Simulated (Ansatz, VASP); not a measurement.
**One calculation of Ni, two programs**

```xyz
2
Lattice="0.0000 2.5112 2.5112 2.5112 0.0000 2.5112 2.5112 2.5112 0.0000" Properties=species:S:1:pos:R:3 pbc="T T T"
Ni    0.6278    0.6278    0.6278
Ni    4.3946    4.3946    4.3946
```

Alike in both runs: task single point; functional RPBE; k mesh 12 × 12 × 12; occupations fermi-dirac, width 0.05 eV; collinear spin.

```csv
,VASP,Ansatz
version,VASP 6.6.1,Ansatz 0.2.0
potentials or method,"VASP PAW PBE potentials, release 64 (Ni), cutoff 520 eV","plane waves (420 eV) with PAW, scalar-relativistic"
valence electrons in the cell,20,36
```

Ansatz gave:

| Item | Value |
| --- | --- |
| pressure (GPa) | 8.2 |
| net moment per atom (μB) | 0.79 |
| size of the moment on the site where the two differ most (μB) | 0.84 |

**Question.** What did VASP give for the same quantities?

**Answer.** Pressure (GPa): 8.1; net moment per atom (μB): 0.78; size of the moment on the site where the two differ most (μB): 0.78.

VASP's potentials were made for PBE, not for RPBE. Site moments also hang on the region over which each program counts them. With one functional, cell and mesh, what is left measures potentials, basis and numerics. VASP's potentials hold 20 valence electrons a cell and Ansatz's 36, so a difference there can come from the potentials and not from the codes.
